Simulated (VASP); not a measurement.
Input of a VASP 6.6.1 run:

INCAR

```
SYSTEM = AlN
  PREC = Accurate
  ENCUT = 520
  EDIFF = 1E-7
  ISMEAR = -1
  SIGMA = 0.02
  LREAL = .False.
  LASPH = .True.
  NELM = 100
  ALGO = Normal
  ISIF = 2
  LWAVE = .False.
  LCHARG = .False.
  GGA = PE
  NBANDS = 11
```

Contents of KPOINTS:

```
Automatic mesh
0
Gamma
  10 10 10
  0 0 0
```

File POSCAR:

```
AlN
1.0
    0.0593400000      2.0076700000      2.0076700000
    2.0076700000      0.0593400000      2.0076700000
    2.0076700000      2.0076700000      0.0593400000
Al N
1 1
Direct
    0.0000000000      0.0000000000      0.0000000000
    0.5000000000      0.5000000000      0.5000000000
```

Potentials or basis: VASP PAW PBE potentials, release 64 (Al, N).

Run with:

```console
$ cat potpaw_PBE.64/Al/POTCAR potpaw_PBE.64/N/POTCAR > POTCAR
$ mpirun -np 1 vasp_std > vasp.out
```

Q: What does it give for the pressure?

A: 25.6 GPa.

Q: Estimate the band gap on the k mesh.

A: 4.48 eV, indirect (least direct gap 6.28 eV).

Stress tensor (GPa, compression positive):
```
 25.63 -10.74 -10.74
-10.74  25.63 -10.74
-10.74 -10.74  25.63
```

Caveat: the cell differs from its parent crystal (equal xy, yz and zx shear strains of +3 %). A k mesh can miss the band edges.
